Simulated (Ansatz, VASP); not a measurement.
BN: VASP beside Ansatz

```
CELL_PARAMETERS angstrom
2.76207 0.00000 0.00000
-1.38104 2.15498 0.00000
0.00000 0.00000 6.25690
ATOMIC_POSITIONS crystal
B 0.35339 0.70678 0.25000
B 0.64661 0.29322 0.75000
N 0.30948 0.61896 0.75000
N 0.69052 0.38104 0.25000
```

Change from the starting cell: normal strain along x +0.1100, normal strain along z -0.0367.

Alike in both runs: functional LDA; k mesh 12 × 12 × 4; occupations gaussian, width 0.05 eV; no spin polarisation.

Ansatz relaxed the structure, and its values are those at the end. VASP's run is a single point on that final structure, the one shown.

```csv
,VASP,Ansatz
version,VASP 6.6.1,Ansatz 0.2.0
potentials or method,"VASP PAW LDA potentials, release 64 (B, N), cutoff 520 eV","scalar-relativistic, plane waves, PAW"
valence electrons in the cell,16,16
```

```csv
,VASP,Ansatz,Ansatz less VASP
gap on the k mesh at the Fermi level (eV),3.44,3.45,+0.010
least direct gap on the mesh (eV),3.52,3.53,+0.009
pressure (GPa),-30.6,-31.0,-0.44
rms of the force components (eV/Å),0.010,0.000,-0.0095
```

Ansatz warns that its potentials were made for another functional, while VASP's fit it. LDA's correlation is that of Perdew and Zunger in VASP and of Perdew and Wang (1992) in Ansatz. Both programs put the cell under strong tension, so it lies far from rest at this level. Ansatz's warnings: stress scf threshold loose.

Noted on VASP's run: the cell as given lies far from equilibrium.
